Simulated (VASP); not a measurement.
# ZnS (Cmc2_1) in VASP: single point with r2SCAN

Aim: the single point of ZnS with r2SCAN.

Program: VASP 6.6.1. These are calculated values, not measurements. Logs are shortened: lines on timing, memory, paths and dates and some standing lists are left out, and cuts for length are marked.

## (1) The cell of the first run

Symmetry: Cmc2_1, No. 36, orthorhombic system. The conventional cell has a = 3.807 Å, b = 6.593 Å, c = 6.246 Å, α = 90.00°, β = 90.00°, γ = 90.00°. Within 3.1 Å of Zn (site symmetry m) lie 4 S at 2.31 to 2.40 Å. Within 3.1 Å of S (site symmetry m) lie 4 Zn at 2.31 to 2.40 Å.

## (2) Single point, r2SCAN (atoms displaced along a vibrational mode)

File POSCAR:

```
ZnS
1.0
   -3.8067217533      0.0000000000      0.0000000000
    0.0000000000      0.0000000000     -6.2457351331
    0.0000000000     -6.5934354870      0.0000000000
Zn S
4 4
Direct
    0.5000000000      0.9946115563      0.2121664673
    0.0000000000      0.9946115563      0.7121664673
    0.0000000000      0.4946115563      0.2878335327
    0.5000000000      0.4946115563      0.7878335327
    0.5000000000      0.6203888314      0.1294791214
    0.0000000000      0.6203888314      0.6294791214
    0.0000000000      0.1203888314      0.3705208786
    0.5000000000      0.1203888314      0.8705208786
```

File INCAR.step1:

```
SYSTEM = ZnS
PREC = Accurate
ENCUT = 520
ISMEAR = 0
SIGMA = 0.05
LREAL = .False.
LASPH = .True.
NELM = 80
NBANDS = 46
GGA = PE
ALGO = Normal
EDIFF = 1E-4
LWAVE = .True.
LCHARG = .False.
```

File INCAR.step2:

```
SYSTEM = ZnS
PREC = Accurate
ENCUT = 520
EDIFF = 1E-7
ISMEAR = 0
SIGMA = 0.05
LREAL = .False.
LASPH = .True.
NELM = 80
ALGO = Normal
ISIF = 2
LWAVE = .False.
LCHARG = .True.
METAGGA = R2SCAN
LMIXTAU = .True.
LELF = .True.
LVHAR = .True.
NBANDS = 46
ISTART = 1
```

File KPOINTS:

```
Automatic mesh
0
Gamma
  6 4 4
  0 0 0
```

Potentials or basis: VASP PAW PBE potentials, release 64 (Zn, S).

Command:

```bash
$ cat potpaw_PBE.64/Zn/POTCAR potpaw_PBE.64/S/POTCAR > POTCAR
$ cp INCAR.step1 INCAR
$ mpirun -np 1 vasp_std > vasp.out
$ cp INCAR.step2 INCAR
$ mpirun -np 1 vasp_std > vasp.out
```

OUTCAR:

```text
SYSTEM = ZnS
   PREC = Accurate
   ENCUT = 520
   EDIFF = 1E-7
   ISMEAR = 0
   LREAL = .False.
   LASPH = .True.
   NELM = 80
   ISIF = 2
   METAGGA = R2SCAN
   ISTART = 1

 ion  position               nearest neighbor table
   1  0.500  0.995  0.212-   7 2.31   7 2.31   8 2.39   5 2.40
   2  0.000  0.995  0.712-   8 2.31   8 2.31   7 2.39   6 2.40
   3  0.000  0.495  0.288-   5 2.31   5 2.31   6 2.39   7 2.40
   4  0.500  0.495  0.788-   6 2.31   6 2.31   5 2.39   8 2.40
   5  0.500  0.620  0.129-   3 2.31   3 2.31   4 2.39   1 2.40
   6  0.000  0.620  0.629-   4 2.31   4 2.31   3 2.39   2 2.40
   7  0.000  0.120  0.371-   1 2.31   1 2.31   2 2.39   3 2.40
   8  0.500  0.120  0.871-   2 2.31   2 2.31   1 2.39   4 2.40

  LATTYP: Found a simple orthorhombic cell.
 ALAT       =     3.8067217533
 B/A-ratio  =     1.6407122816
 C/A-ratio  =     1.7320508076

  Lattice vectors:

 A1 = (  -3.8067217533,   0.0000000000,   0.0000000000)
 A2 = (   0.0000000000,   0.0000000000,  -6.2457351331)
 A3 = (   0.0000000000,  -6.5934354870,   0.0000000000)

Analysis of symmetry for initial positions (statically):
=====================================================================
 Subroutine PRICEL returns following result:

  LATTYP: Found a hexagonal cell.
 ALAT       =     3.8067217533
 C/A-ratio  =     1.6407122816

  Lattice vectors:

 A1 = (  -1.9033608767,  -3.2967177435,   0.0000000000)
 A2 = (  -1.9033608767,   3.2967177435,   0.0000000000)
 A3 = (   0.0000000000,   0.0000000000,  -6.2457351331)

   2 primitive cells build up your supercell.

 Routine SETGRP: Setting up the symmetry group for a
 simple orthorhombic supercell.

 Subroutine GETGRP returns: Found  4 space group operations
 (whereof  2 operations were pure point group operations)
 out of a pool of  8 trial point group operations.

The static configuration has the point symmetry C_1h.
 The point group associated with its full space group is C_2v.

Analysis of symmetry for dynamics (positions and initial velocities):
=====================================================================
 Subroutine PRICEL returns following result:

  LATTYP: Found a hexagonal cell.
 ALAT       =     3.8067217533
 C/A-ratio  =     1.6407122816

  Lattice vectors:

 A1 = (  -1.9033608767,  -3.2967177435,   0.0000000000)
 A2 = (  -1.9033608767,   3.2967177435,   0.0000000000)
 A3 = (   0.0000000000,   0.0000000000,  -6.2457351331)

   2 primitive cells build up your supercell.

 Routine SETGRP: Setting up the symmetry group for a
 simple orthorhombic supercell.

 Subroutine GETGRP returns: Found  4 space group operations
 (whereof  2 operations were pure point group operations)
 out of a pool of  8 trial point group operations.

The dynamic configuration has the point symmetry C_1h.
 The point group associated with its full space group is C_2v.

 Subroutine INISYM returns: Found  4 space group operations
 (whereof  2 operations are pure point group operations),
 and found     2 'primitive' translations

----------------------------------------------------------------------------------------

                                     Primitive cell

  volume of cell :      78.3820

  direct lattice vectors                    reciprocal lattice vectors
    -1.903360877 -3.296717744  0.000000000    -0.262693221 -0.151666002  0.000000000
    -1.903360877  3.296717743  0.000000000    -0.262693221  0.151666002  0.000000000
     0.000000000  0.000000000 -6.245735133     0.000000000  0.000000000 -0.160109255

  length of vectors
     3.806721753  3.806721753  6.245735133     0.303332004  0.303332004  0.160109255

  position of ions in fractional coordinates (direct lattice)
     0.712166467  0.287833533  0.994611556
     0.287833533  0.712166467  0.494611556
     0.629479121  0.370520879  0.620388831
     0.370520879  0.629479121  0.120388831

  ion indices of the primitive-cell ions
   primitive index   ion index
                 1           1
                 2           4
                 3           5
                 4           8

----------------------------------------------------------------------------------------

 KPOINTS: Automatic mesh

Automatic generation of k-mesh.
 Grid dimensions read from file:
 generate k-points for:    6    4    4

 Generating k-lattice:

  Cartesian coordinates                     Fractional coordinates (reciprocal lattice)
    -0.043782204  0.000000000  0.000000000     0.166666667  0.000000000  0.000000000
     0.000000000  0.000000000 -0.040027314     0.000000000  0.250000000  0.000000000
     0.000000000 -0.037916501  0.000000000     0.000000000  0.000000000  0.250000000

  Length of vectors
     0.043782204  0.040027314  0.037916501

  Shift w.r.t. Gamma in fractional coordinates (k-lattice)
     0.000000000  0.000000000  0.000000000

 Subroutine IBZKPT returns following result:
 ===========================================

 Found     36 irreducible k-points:

 Following reciprocal coordinates:
            Coordinates               Weight
  0.000000  0.000000  0.000000      1.000000
  0.166667  0.000000  0.000000      2.000000
  0.333333  0.000000  0.000000      2.000000
  0.500000  0.000000  0.000000      1.000000
  0.000000  0.250000  0.000000      2.000000
  0.166667  0.250000  0.000000      4.000000
[... 16 lines left out ...]
  0.333333  0.500000  0.250000      4.000000
  0.500000  0.500000  0.250000      2.000000
 [... further k-points ...]
   k-points           NKPTS =     36   k-points in BZ     NKDIM =     36   number of bands    NBANDS=     46
   number of dos      NEDOS =    301   number of ions     NIONS =      8
   total plane-waves  NPLWV =  67200
   dimension x,y,z NGX =    28 NGY =   48 NGZ =   50
   dimension x,y,z NGXF=    56 NGYF=   96 NGZF=  100
   ions per type =               4   4
   NGX,Y,Z   is equivalent  to a cutoff of  12.23, 12.78, 12.61 a.u.
   NGXF,Y,Z  is equivalent  to a cutoff of  24.46, 25.55, 25.21 a.u.
 SYSTEM =  ZnS
   PREC   = accura    normal or accurate (medium, high low for compatibility)
   ISTART =      1    job   : 0-new  1-cont  2-samecut
   ICHARG =      0    charge: 1-file 2-atom 10-const
   ISPIN  =      1    spin polarized calculation?
   LNONCOLLINEAR =      F non collinear calculations
   LSORBIT =      F    spin-orbit coupling
   LASPH  =      T    aspherical Exc in radial PAW
   ENCUT  =  520.0 eV  38.22 Ry    6.18 a.u.   7.08 11.61 12.26*2*pi/ulx,y,z
   NELM   =     80;   NELMIN=  2; NELMDL=  0     # of ELM steps
   EDIFF  = 0.1E-06   stopping-criterion for ELM
   LREAL  =      F    real-space projection
   EDIFFG = 0.1E-05   stopping-criterion for IOM
   NSW    =      0    number of steps for IOM
   IBRION =     -1    ionic relax: 0-MD 1-quasi-New 2-CG
   NFREE  =      0    steps in history (QN), initial steepest desc. (CG)
   ISIF   =      2    stress and relaxation
   ISYM   =      2    0-nonsym 1-usesym 2-fastsym
   POTIM  = 0.5000    time-step for ionic-motion
   TEBEG  =    0.0;   TEEND  =   0.0 temperature during run
   PSTRESS=    0.0 pullay stress
   NELECT =      72.0000    total number of electrons
   NUPDOWN=      -1.0000    fix difference up-down
   EMIN   =  10.00;   EMAX   =-10.00  energy-range for DOS
   EFERMI =   0.00;   METHOD = LEGACY
   ISMEAR =     0;   SIGMA  =   0.05  broadening in eV -4-tet -1-fermi 0-gaus
   EFERMI_NEDOS =   21; number of points for ismear=-14 and -15
   IALGO  =     38    algorithm
   IMIX   =      4    mixing-type and parameters
     AMIX     =   0.40;   BMIX     =  1.00
     AMIX_MAG =   1.60;   BMIX_MAG =  1.00
  volume/ion in A,a.u.               =      19.60       132.24
  Fermi-wavevector in a.u.,A,eV,Ry     =   1.263097  2.386908 21.706940  1.595415
  Thomas-Fermi vector in A             =   2.396472
   LORBIT       =      0    0 simple, 1 ext, 2 COOP (PROOUT), +10 PAW based schemes
   METAGGA = R2SCAN    functional components
   LHFCALC =     F    Hartree Fock is set to
   AEXX    =    0.0000 exact exchange contribution
   IVDW    =     0    specifies the selected vdW correction
   LEPSILON=     F    determine dielectric tensor
   LRPA    =     F    only Hartree local field effects (RPA)
 non-spin polarized calculation
 Gauss-broadening in eV      SIGMA  =   0.05
  energy-cutoff  :      520.00
  volume of cell :      156.76
 maximum number of plane-waves:      4248
   NGX = 15   NGY = 23   NGZ = 25

 number of electron      72.0000025 magnetization

 Free energy of the ion-electron system (eV)
  ---------------------------------------------------
  ext. energy  EPLUGINS =         0.00000000
  ---------------------------------------------------
  free energy    TOTEN  =       -75.13057323 eV

  energy without entropy =      -75.13057323  energy(sigma->0) =      -75.13057323

 E-fermi :   2.1611     XC(G=0): -10.3286

 val. band max:        1.9208476719   @ k =   0.0000   0.0000   0.0000
 cond. band min:       4.5748764789   @ k =   0.0000   0.0000   0.0000
 fundamental gap:      2.6540288070
 Fermi energy:         2.1610606633

 k-point     1 :       0.0000    0.0000    0.0000
  band No.  band energies     occupation
      1     -11.7911      2.00000
      2     -10.8088      2.00000
      3     -10.7005      2.00000
      4     -10.6408      2.00000
      5      -4.6680      2.00000
      6      -4.6250      2.00000
[... 38 lines left out ...]
     45       9.3564      0.00000
     46       9.3832      0.00000

 k-point     2 :       0.1667    0.0000    0.0000
  band No.  band energies     occupation
      1     -11.6498      2.00000
      2     -10.7208      2.00000
      3     -10.6294      2.00000
      4     -10.6232      2.00000
      5      -4.6716      2.00000
      6      -4.6008      2.00000
[... 38 lines left out ...]
     45       9.3893      0.00000
     46       9.4340      0.00000

 k-point     3 :       0.3333    0.0000    0.0000
  band No.  band energies     occupation
      1     -11.2895      2.00000
      2     -10.6689      2.00000
      3     -10.5275      2.00000
      4     -10.4659      2.00000
      5      -4.6223      2.00000
      6      -4.5582      2.00000
[... 38 lines left out ...]
     45       9.3754      0.00000
     46       9.7129      0.00000

 k-point     4 :       0.5000    0.0000    0.0000
  band No.  band energies     occupation
      1     -10.8948      2.00000
      2     -10.8948      2.00000
      3     -10.4033      2.00000
      4     -10.4033      2.00000
      5      -4.5034      2.00000
      6      -4.5034      2.00000
[... 920 lines left out ...]
     45       9.7075      0.00000
     46       9.7077      0.00000

 k-point    23 :       0.3333    0.5000    0.2500
  band No.  band energies     occupation
      1     -10.8774      2.00000
      2     -10.8774      2.00000
      3     -10.6128      2.00000
      4     -10.6128      2.00000
      5      -4.5972      2.00000
      6      -4.5972      2.00000
[... 38 lines left out ...]
     45       9.7963      0.00000
     46       9.7963      0.00000

 k-point    24 :       0.5000    0.5000    0.2500
  band No.  band energies     occupation
      1     -10.6479      2.00000
      2     -10.6479      2.00000
      3     -10.6479      2.00000
      4     -10.6479      2.00000
      5      -4.5545      2.00000
      6      -4.5545      2.00000
[... 38 lines left out ...]
     45      10.2158      0.00000
     46      10.2158      0.00000

 [... further k-points ...]

------------------------ aborting loop because EDIFF is reached ----------------------------------------

  FORCE on cell =-STRESS in cart. coord.  units (eV):
  Direction    XX          YY          ZZ          XY          YZ          ZX
  --------------------------------------------------------------------------------------
  -------------------------------------------------------------------------------------
  Total       -0.4066325     -0.0512467     -1.4176727      0.0000000      0.0000000      0.0000000
  in kB       -4.1559103     -0.5237576    -14.4890568      0.0000000      0.0000000      0.0000000
  external PRESSURE =      -6.3895749 kB  Pullay stress =       0.0000000 kB

 VOLUME and BASIS-vectors are now :
 -----------------------------------------------------------------------------
  energy-cutoff  :      520.00
  volume of cell :      156.76
      direct lattice vectors                 reciprocal lattice vectors
    -3.806721753  0.000000000  0.000000000    -0.262693221  0.000000000  0.000000000
     0.000000000  0.000000000 -6.245735133     0.000000000  0.000000000 -0.160109255
     0.000000000 -6.593435487  0.000000000     0.000000000 -0.151666002  0.000000000

 POSITION                                       TOTAL-FORCE (eV/Angst)
 -----------------------------------------------------------------------------------
     -1.90336     -1.39891     -6.21208        -0.000000      0.332826      0.192720
      0.00000     -4.69562     -6.21208         0.000000      0.332826      0.192720
      0.00000     -1.89781     -3.08921         0.000000     -0.332826      0.192720
     -1.90336     -5.19453     -3.08921        -0.000000     -0.332826      0.192720
     -1.90336     -0.85371     -3.87478        -0.000000     -0.243438     -0.192720
      0.00000     -4.15043     -3.87478        -0.000000     -0.243438     -0.192720
      0.00000     -2.44301     -0.75192        -0.000000      0.243438     -0.192720
     -1.90336     -5.73972     -0.75192        -0.000000      0.243438     -0.192720
 -----------------------------------------------------------------------------------
    total drift:                               -0.000000     -0.000005      0.036474

  FREE ENERGIE OF THE ION-ELECTRON SYSTEM (eV)
  ---------------------------------------------------
  free  energy   TOTEN  =       -75.1305732341 eV

  energy  without entropy=      -75.1305732341  energy(sigma->0) =      -75.13057323
```

Run time: 7.8 min. Hardware: 1 thread of AMD EPYC 9R45 (Zen 5), shared host; peak memory 0.36 GiB.

Results:

```yaml
Free_energy: -75.1306 eV
Pressure: -0.6 GPa
Largest_force: 0.385 eV/Å
Band_gap_on_the_k_mesh: 2.65 eV
```

Forces on the atoms (eV/Å):
```
Zn   0.000  0.333  0.193
Zn   0.000  0.333  0.193
Zn   0.000 -0.333  0.193
Zn   0.000 -0.333  0.193
S    0.000 -0.243 -0.193
S    0.000 -0.243 -0.193
S    0.000  0.243 -0.193
S    0.000  0.243 -0.193
```

Caveat: the cell differs from its parent crystal (atoms displaced along a vibrational mode); the PAW data sets were made with another functional, which shifts forces and pressure a little.
